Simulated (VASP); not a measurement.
Here is a VASP 6.6.1 calculation.

File INCAR:

```
PREC     = Accurate       # precision mode
ENCUT    = 520            # plane-wave cutoff, eV
EDIFF    = 1E-6           # SCF threshold, eV
ISMEAR   = 0              # smearing method
SIGMA    = 0.1            # smearing width, eV
LREAL    = False          # projectors in reciprocal space
LASPH    = True           # aspherical terms in the spheres
NELM     = 60             # most SCF steps
ALGO     = Normal         # electronic algorithm
ISIF     = 2              # what is computed and relaxed
LWAVE    = False          # write WAVECAR
LCHARG   = False          # write CHGCAR
GGA      = PE             # functional
NBANDS   = 12             # bands
```

Contents of KPOINTS:

```
regular mesh
0
Gamma
  4 4 4
```

File POSCAR:

```
Mg3B
1.0
    3.9368916194      0.0000000000      0.0000000000
    0.0000000000      3.9368916194      0.0000000000
    0.0000000000      0.0000000000      3.9368916194
Mg B
3 1
Direct
    0.0000000000      0.5000000000      0.5000000000
    0.5000000000      0.0000000000      0.5000000000
    0.5000000000      0.5000000000      0.0000000000
    0.0000000000      0.0000000000      0.0000000000
```

Potentials or basis: VASP PAW PBE potentials, release 64 (Mg, B).

Command:

```sh
$ cat potpaw_PBE.64/Mg/POTCAR potpaw_PBE.64/B/POTCAR > POTCAR
$ mpirun -np 1 vasp_std > vasp.out
```

Q: What does it give for the pressure?

A: 5.3 GPa.

Caveat: the k points lie up to 0.40 Å⁻¹ apart.
